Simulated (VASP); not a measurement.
CdS (Hawleyite): single point with r2SCAN

CdS (Hawleyite):

```xyz
2
Lattice="0.0000 2.9202 2.9202 2.9202 0.0000 2.9202 2.9202 2.9202 0.0000" Properties=species:S:1:pos:R:3 pbc="T T T"
Cd    0.0000    0.0000    0.0000
S     1.4601    1.4601    1.4601
```

```
Program             : VASP 6.6.1
Task                : single point
Functional          : r2SCAN
Potentials or basis : VASP PAW PBE potentials, release 64 (Cd, S)
Cutoff              : 520 eV
k mesh              : 8 × 8 × 8
Occupations         : fermi-dirac, width 0.02 eV
Spin                : no spin polarisation
```

| Property | Result |
| --- | --- |
| Pressure | 1.5 GPa |
| Band gap on the k mesh | 1.58 eV, direct |

Levels at points of the mesh, in eV from the valence-band top:
```csv
k point,band 7,band 8,band 9,band 10,band 11,band 12
"(0.00, 0.00, 0.00)",0.00,0.00,0.00,1.58,7.08,7.08
"(0.50, 0.00, 0.00)",-4.44,-0.76,-0.76,3.47,7.48,7.48
"(0.50, 0.50, 0.00)",-3.96,-1.91,-1.91,3.85,4.75,9.78
```

Wall time 64 s on 1 thread of Intel Xeon 6975P-C, on a shared host, peak memory 0.19 GiB.

Caveat: the PAW data sets were made with another functional, which shifts forces and pressure a little. r2SCAN opens gaps a little over a GGA but as a rule still falls short of measured ones.
